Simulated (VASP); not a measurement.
Crystal: CaH.

```
CELL_PARAMETERS angstrom
3.73650 0.00000 0.00000
-1.86825 3.23590 0.00000
0.00000 0.00000 6.15622
ATOMIC_POSITIONS crystal
Ca 0.33333 0.66667 0.75000
Ca 0.66667 0.33333 0.25000
H 0.00000 0.00000 0.00000
H 0.00000 0.00000 0.50000
```

* Program: VASP 6.6.1
* Task: relaxation of cell and atoms
* Functional: PBE
* Potentials or basis: VASP PAW PBE potentials, release 64 (Ca_sv, H)
* Cutoff: 600 eV
* k mesh: 15 × 15 × 8
* Occupations: gaussian, width 0.1 eV
* Spin: no spin polarisation

At the start: pressure -2.0 GPa; volume 18.61 Å³/atom.

**Question.** Where does the relaxation end?

**Answer.** Over 6 steps the energy falls by 15.0 meV/atom and the volume is 17.38 Å³/atom (-6.6 %); space group P6_3/mmc (No. 194, to 0.05 Å).

Step by step:
| step | energy change (eV) | largest force (eV/Å) | pressure (GPa) | volume (Å³) |
| --- | --- | --- | --- | --- |
| 1 | 0.0000 | 0.0000 | -2.05 | 74.43 |
| 2 | -0.0397 | 0.0000 | -1.06 | 71.89 |
| 3 | -0.0569 | 0.0000 | 0.07 | 69.41 |
| 4 | -0.0574 | 0.0000 | 0.34 | 68.88 |
| 5 | -0.0594 | 0.0000 | 0.17 | 69.20 |
| 6 | -0.0600 | 0.0000 | 0.01 | 69.51 |

Final structure:
```
CELL_PARAMETERS angstrom
3.71901 0.00000 0.00000
-1.85951 3.22076 0.00000
0.00000 0.00000 5.80289
ATOMIC_POSITIONS crystal
Ca 0.33333 0.66667 0.75000
Ca 0.66667 0.33333 0.25000
H 0.00000 0.00000 0.00000
H 0.00000 0.00000 0.50000
```
